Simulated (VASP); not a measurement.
Here is a VASP 6.6.1 calculation.

Contents of INCAR:

```
ALGO = Normal ; EDIFF = 1E-6
ENCUT = 520 ; GGA = PE
ISIF = 2 ; ISMEAR = 0
LASPH = T ; LCHARG = F
LREAL = Auto ; LWAVE = F
NBANDS = 52 ; NELECT = 74.0
NELM = 80 ; PREC = Accurate
SIGMA = 0.05
```

File KPOINTS:

```
k-points
0
Gamma
  2 2 2
```

Contents of POSCAR:

```
CuSi16
1.0
    0.0000000000      5.4300000000      5.4300000000
    5.4300000000      0.0000000000      5.4300000000
    5.4300000000      5.4300000000      0.0000000000
Si Cu
16 1
Direct
    0.0056012891      0.0050955801     -0.0119401473
    0.1277526703      0.1272163904      0.1153314917
   -0.0106006446     -0.0112971455      0.4876980663
    0.1094762431      0.1089018416      0.6195767956
    0.0090076427      0.5004472376      0.0003395028
    0.1448365562      0.6133113260      0.1225492634
    0.0111039595      0.4795997238      0.5065665746
    0.1239354512      0.6154604972      0.6289466851
    0.5010325967      0.0084077348      0.0002804788
    0.6138527624      0.1442651013      0.1225302947
    0.4802379374      0.0105298343      0.5065348066
    0.6161406077      0.1233441068      0.6288864641
    0.5155875691      0.5149682320      0.0093927256
    0.6356343462      0.6350825967      0.1413402394
    0.4971864641      0.4965470534      0.5137262431
    0.6192581031      0.6187146409      0.6408325046
    0.8139228361      0.8133443831      0.3159694291
```

Potentials or basis: VASP PAW PBE potentials, release 64 (Si, Cu).

Run with:

```sh
$ cat potpaw_PBE.64/Si/POTCAR potpaw_PBE.64/Cu/POTCAR > POTCAR
$ mpirun -np 1 vasp_std > vasp.out
```

(1) Predict the largest force.

## Answers

(1) 0.031 eV/Å.

Caveat: the k points lie up to 0.50 Å⁻¹ apart; the cell carries a net charge on a neutralising background, which shifts energy and pressure.
